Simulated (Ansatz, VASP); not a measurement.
## One calculation of N, two programs

The input INCAR:

```
SYSTEM = N
PREC = Accurate
ENCUT = 520
EDIFF = 1E-7
ISMEAR = 0
SIGMA = 0.05
LREAL = .False.
LASPH = .True.
NELM = 80
ALGO = Normal
ISIF = 2
LWAVE = .False.
LCHARG = .False.
GGA = PE
IVDW = 12
NBANDS = 30
```

Contents of KPOINTS:

```
regular mesh
0
Gamma
  7 7 2
  0 0 0
```

File POSCAR:

```
N
1.0
   -3.8165516810      0.0000000000      0.0000000000
   -1.9082758405     -3.3052307106      0.0000000000
    0.0000000000      0.0000000000     20.8290392674
N
8
Direct
    0.3333333333      0.3333333333      0.6494048064
    0.3333333333      0.3333333333      0.2934344931
    0.3333333333      0.3333333333      0.5964912901
    0.3333333333      0.3333333333      0.2405209768
    0.6666666667      0.6666666667      0.1154493365
    0.6666666667      0.6666666667      0.4714196498
    0.6666666667      0.6666666667      0.0625358202
    0.6666666667      0.6666666667      0.4185061334
```

Input for Ansatz:

```yaml
crystal:
  lattice:
    - [-3.816551681, 0.0, 0.0]
    - [-1.9082758405, -3.3052307106, 0.0]
    - [0.0, 0.0, 20.8290392674]
  atoms:
    - { symbol: "N", position: [0.3333333333, 0.3333333333, 0.6494048064] }
    - { symbol: "N", position: [0.3333333333, 0.3333333333, 0.2934344931] }
    - { symbol: "N", position: [0.3333333333, 0.3333333333, 0.5964912901] }
    - { symbol: "N", position: [0.3333333333, 0.3333333333, 0.2405209768] }
    - { symbol: "N", position: [0.6666666667, 0.6666666667, 0.1154493365] }
    - { symbol: "N", position: [0.6666666667, 0.6666666667, 0.4714196498] }
    - { symbol: "N", position: [0.6666666667, 0.6666666667, 0.0625358202] }
    - { symbol: "N", position: [0.6666666667, 0.6666666667, 0.4185061334] }
basis:
  ecutwfc: 420
kpoints:
  mp_grid: { grid: [7, 7, 2] }
hamiltonian:
  xc: pbe
  dispersion: d3bj
scf:
  occupations: { method: gaussian, width: 0.05 }
output:
  forces: true
  stress: true
  eigenvalues: true
```

Alike in both runs: task single point; functional PBE; dispersion D3(BJ); k mesh 7 × 7 × 2; occupations gaussian, width 0.05 eV; no spin polarisation.

```csv
,VASP,Ansatz
version,VASP 6.6.1,Ansatz 0.2.0
potentials or method,"VASP PAW PBE potentials, release 64 (N), cutoff 520 eV","scalar-relativistic, plane waves, PAW"
valence electrons in the cell,40,40
```

Ansatz gave:

```
gap on the k mesh at the Fermi level (eV) : 7.29
least direct gap on the mesh (eV)         : 7.35
rms of the force components (eV/Å)        : 0.004
```

What did VASP give for the same quantities?

gap on the k mesh at the Fermi level (eV): 7.25; least direct gap on the mesh (eV): 7.31; rms of the force components (eV/Å): 1.008.

Atom by atom the forces differ by 1.006 eV/Å (rms over components).

Noted on VASP's run: the standard files for N, O and F lose accuracy on very short bonds.
